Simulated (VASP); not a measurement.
TiC: relaxation of cell and atoms with PBEsol+D4

The system is TiC.

```
Ti C
1.0
     0.00000    2.16572    2.16572
     2.16572    0.00000    2.16572
     2.16572    2.16572    0.00000
Ti C
1 1
Direct
  0.00000 0.00000 0.00000
  0.50000 0.50000 0.50000
```

```
Program                : VASP 6.6.1
Task                   : relaxation of cell and atoms
Functional             : PBEsol
Dispersion             : D4
Potentials or basis    : VASP PAW PBE potentials, release 64 (Ti_sv, C)
Cutoff                 : 600 eV
k mesh                 : 11 × 11 × 11
Occupations            : fermi-dirac, width 0.05 eV
Spin                   : no spin polarisation
Dipole correction      : no
Further INCAR settings : ALGO = Normal; EDIFF = 1e-06; IBRION = 2; EDIFFG = -0.01; NSW = 80; ISIF = 3
```

- Relaxed volume: 9.80 Å³/atom
- Relaxed cell: a = 3.026 Å, b = 3.026 Å, c = 3.026 Å, α = 60.00°, β = 60.00°, γ = 60.00°
- Space group after relaxing (to 0.05 Å): Fm-3m (No. 225)
- Energy gained by relaxing: 10.8 meV/atom
- Ionic steps: 3
- Pressure after relaxing: 0.0 GPa
- Band gap on the k mesh: zero (band 8 reaches 10.40 eV, above the bottom of band 9 at 9.31 eV)
- Dispersion energy per atom: -0.164 eV

The path:
| step | energy change (eV) | largest force (eV/Å) | pressure (GPa) | volume (Å³) |
| --- | --- | --- | --- | --- |
| 1 | 0.0000 | 0.0000 | -9.21 | 20.32 |
| 2 | 0.0195 | 0.0000 | 14.61 | 18.65 |
| 3 | -0.0217 | 0.0000 | -0.03 | 19.59 |

Final structure:
```
Ti C
1.0
     0.00000    2.13978    2.13978
     2.13978    0.00000    2.13978
     2.13978    2.13978    0.00000
Ti C
1 1
Direct
  0.00000 0.00000 0.00000
  0.50000 0.50000 0.50000
```

Levels at points of the mesh, in eV from the Fermi level:
| k point | band 5 | band 6 | band 7 | band 8 | band 9 | band 10 | band 11 | band 12 |
| --- | --- | --- | --- | --- | --- | --- | --- | --- |
| (0.00, 0.00, 0.00) | -12.60 | 0.61 | 0.61 | 0.61 | 1.69 | 1.69 | 1.69 | 1.74 |

It took 33 s on 1 thread of Intel(R) Xeon(R) 6975P-C (Granite Rapids) (shared host), peak memory 0.15 GiB.

Caveat: the PAW data sets were made with another functional, which shifts forces and pressure a little; pairwise dispersion overbinds metals, which lowers pressure and volume.
